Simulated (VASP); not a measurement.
## Zn4HO4 (a cell with a defect): single point with PBE

System: Zn4HO4 (a cell with a defect).

```xyz
9
Lattice="5.6099 0.0000 0.0000 0.0000 5.6099 0.0000 0.0000 0.0000 3.2790" Properties=species:S:1:pos:R:3 pbc="T T T"
Zn    1.0189    1.0189    1.6395
Zn    4.5910    4.5910    1.6395
Zn    3.8238    1.7860    0.0000
Zn    1.7860    3.8238    0.0000
O     4.5915    1.0184    1.6395
O     1.0184    4.5915    1.6395
O     3.8233    3.8233    0.0000
O     1.7866    1.7866    0.0000
H     5.6094    0.3836    1.2296
```

- Program: VASP 6.6.1
- Task: single point
- Functional: PBE
- Potentials or basis: VASP PAW PBE potentials, release 64 (Zn, O, H)
- Cutoff: 520 eV
- k mesh: 4 × 4 × 8
- Occupations: gaussian, width 0.05 eV
- Spin: no spin polarisation

The pressure is 14.0 GPa, the largest force is 8.886 eV/Å and the band gap on the k mesh is zero (an odd number of electrons rules out a gap without spin polarisation).

Forces in eV/Å, atoms in the order of the input:
```
Zn   7.368  4.106  2.796
Zn  -0.877 -1.793  0.326
Zn  -0.533  0.599  0.061
Zn   0.100 -0.049  0.014
O   -0.958  0.275 -0.126
O    0.170 -0.430  0.082
O    0.059 -0.001 -0.060
O    0.183  0.044 -0.309
H   -5.511 -2.751 -2.784
```

Stress tensor (GPa, compression positive):
```
19.90  6.71  3.45
 6.71 13.73  1.29
 3.45  1.29  8.31
```

Levels at points of the mesh, in eV from the Fermi level:
```
           k point  band 34  band 35  band 36  band 37  band 38  band 39
(0.00, 0.00, 0.00)    -3.40    -3.08    -2.99    -2.69     1.67     2.04
(0.50, 0.00, 0.00)    -3.47    -3.46    -3.36    -0.48     0.04     2.15
(0.00, 0.50, 0.00)    -3.73    -3.33    -3.20    -0.57     0.10     2.27
(0.50, 0.50, 0.00)    -3.76    -3.66    -3.65    -0.04     1.05     1.55
(0.00, 0.00, 0.50)    -4.48    -4.38    -4.15     0.74     2.61     3.44
(0.50, 0.00, 0.50)    -4.28    -4.19    -3.83     0.48     2.74     3.23
(0.00, 0.50, 0.50)    -4.29    -4.25    -3.85     0.61     2.76     3.24
(0.50, 0.50, 0.50)    -4.18    -4.13    -3.98     0.25     2.42     2.54
```

It took 2.8 min on 1 thread of Intel(R) Xeon(R) 6975P-C (Granite Rapids) (shared host), peak memory 0.36 GiB.

Caveat: an odd number of electrons without spin polarisation forces a metal; a magnetic or distorted state may lie lower.
